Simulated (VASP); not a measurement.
Wanted: the native input for a VASP 6.6.1 run.

| Property | Result |
| --- | --- |
| Task | relaxation of cell and atoms |
| Functional | PBE |
| Potentials or basis | VASP PAW PBE potentials, release 64 (Pt) |
| Cutoff | 600 eV |
| k mesh | 12 × 12 × 12 |
| Occupations | fermi-dirac, width 0.08 eV |
| Spin | no spin polarisation |
| Dipole correction | no |
| Further INCAR settings | ALGO = Normal; EDIFF = 1e-07; IBRION = 2; EDIFFG = -0.005; NSW = 100; ISIF = 3 |

The structure of Pt lies in POSCAR:

```
Pt
1.0
    2.6284246800      0.0000000000      0.0000000000
    0.0000000000      2.6284246800      0.0000000000
    0.0000000000      0.0000000000      2.6284246800
Pt
1
Direct
    0.0000000000      0.0000000000      0.0000000000
```

These files were run (other wordings do the same):

INCAR

```
  ALGO = Normal
  EDIFF = 1E-7
  EDIFFG = -0.005
  ENCUT = 600
  GGA = PE
  IBRION = 2
  ISIF = 3
  ISMEAR = -1
  LASPH = T
  LCHARG = F
  LREAL = F
  LWAVE = F
  NELM = 80
  NSW = 100
  PREC = Accurate
  SIGMA = 0.08
```

KPOINTS

```
k-points
0
Gamma
  12 12 12
```

Potentials or basis: VASP PAW PBE potentials, release 64 (Pt).

Command:

```sh
$ cat potpaw_PBE.64/Pt/POTCAR > POTCAR
$ mpirun -np 1 vasp_std > vasp.out
```

It gave:

```
Relaxed volume                         : 18.05 Å³/atom
Relaxed cell                           : a = 2.623 Å, b = 2.623 Å, c = 2.623 Å, α = 90.00°, β = 90.00°, γ = 90.00°
Space group after relaxing (to 0.05 Å) : Pm-3m (No. 221)
Energy gained by relaxing              : 0.4 meV/atom
Ionic steps                            : 3
Pressure after relaxing                : 0.0 GPa
Band gap on the k mesh                 : zero (band 5 reaches 10.25 eV, above the bottom of band 6 at 7.25 eV)
```

Caveat: spin-orbit coupling is left out, which moves the levels of the heavy elements.

Wall time 23 s on 1 thread of Intel(R) Xeon(R) Platinum 8259CL CPU @ 2.50GHz (Skylake/Cascade Lake), with other jobs on the host, peak memory 0.15 GiB.
